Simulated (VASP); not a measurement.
# AlGaN2: single point with LDA

AlGaN2:

```
CELL_PARAMETERS angstrom
2.93930 0.00000 0.00000
0.00000 2.93930 0.00000
0.00000 0.00000 4.53035
ATOMIC_POSITIONS crystal
Al 0.50000 0.50000 0.50000
Ga 0.00000 0.00000 0.00000
N 0.50000 0.00000 0.74099
N 0.00000 0.50000 0.25901
```

* Program: VASP 6.6.1
* Task: single point
* Functional: LDA
* Potentials or basis: VASP PAW LDA potentials, release 64 (Al, Ga_d, N)
* Cutoff: 520 eV
* k mesh: 8 × 8 × 6
* Occupations: gaussian, width 0.05 eV
* Spin: no spin polarisation

The pressure is 21.1 GPa and the largest force is 0.038 eV/Å. The band gap on the k mesh is 2.94 eV (least direct gap 3.51 eV).

Forces in eV/Å, atoms in the order of the input:
```
Al   0.000  0.000  0.000
Ga   0.000  0.000  0.000
N    0.000  0.000 -0.038
N    0.000  0.000  0.038
```

Stress tensor (GPa, compression positive):
```
25.92  0.00  0.00
 0.00 25.92  0.00
 0.00  0.00 11.50
```

Levels at points of the mesh, in eV from the valence-band top:
```csv
k point,band 11,band 12,band 13,band 14,band 15,band 16
"(0.00, 0.00, 0.00)",-0.72,0.00,0.00,3.51,3.82,8.90
"(0.50, 0.00, 0.00)",-3.75,-0.81,-0.49,7.49,7.87,9.13
"(0.50, 0.50, 0.00)",-2.94,-2.94,-2.90,2.94,2.94,6.08
"(0.00, 0.00, 0.50)",-1.57,-0.88,-0.88,5.42,5.55,8.45
"(0.50, 0.00, 0.50)",-1.33,-0.80,-0.39,5.52,6.78,9.57
"(0.50, 0.50, 0.50)",-3.79,-3.79,-3.73,5.63,5.63,9.59
```

It took 54 s on 1 thread of Intel Xeon 8259CL, on a shared host, peak memory 0.17 GiB.

Caveat: the cell stands under pressure. A k mesh can miss the band edges.
